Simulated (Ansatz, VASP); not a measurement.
# One calculation of PtS2, two programs

```
Pt S
1.0
     3.55264    0.00000    0.00000
    -1.77632    3.07668    0.00000
     0.00000    0.00000    5.12271
Pt S
1 2
Direct
  0.00000 0.00000 0.00000
  0.33333 0.66667 0.23926
  0.66667 0.33333 0.76074
```

Alike in both runs: task single point; functional PBE-based screened hybrid; k mesh 6 × 6 × 2; no spin polarisation.

|  | VASP | Ansatz |
| --- | --- | --- |
| version | VASP 6.6.1 | Ansatz 0.2.0 |
| potentials or method | VASP PAW PBE potentials, release 64 (Pt, S) | plane waves |
| plane-wave cutoff (eV) | 520 | 420 |
| occupations | gaussian, width 0.01 eV | fixed |
| valence electrons in the cell | 22 | 30 |

|  | VASP | Ansatz | Ansatz less VASP |
| --- | --- | --- | --- |
| gap on the k mesh at the Fermi level (eV) | 2.72 | 2.80 | +0.077 |
| pressure (GPa) | -6.4 | -5.9 | +0.56 |
| traceless stress, the component that is largest in VASP (GPa) | 3.04 | 2.83 | -0.210 |
| rms of the force components (eV/Å) | 0.404 | 0.401 | -0.0031 |

VASP's potentials were made for PBE, not for PBE-based screened hybrid. Atom by atom the forces differ by 0.003 eV/Å (rms over components). VASP's potentials hold 22 valence electrons a cell and Ansatz's 30, so a difference there can come from the potentials and not from the codes. Ansatz's warnings: stress exchange threshold loose, stress scf threshold loose.

The k mesh is coarse, so the values compare programs but aren't converged. Neither program's run includes spin-orbit coupling.
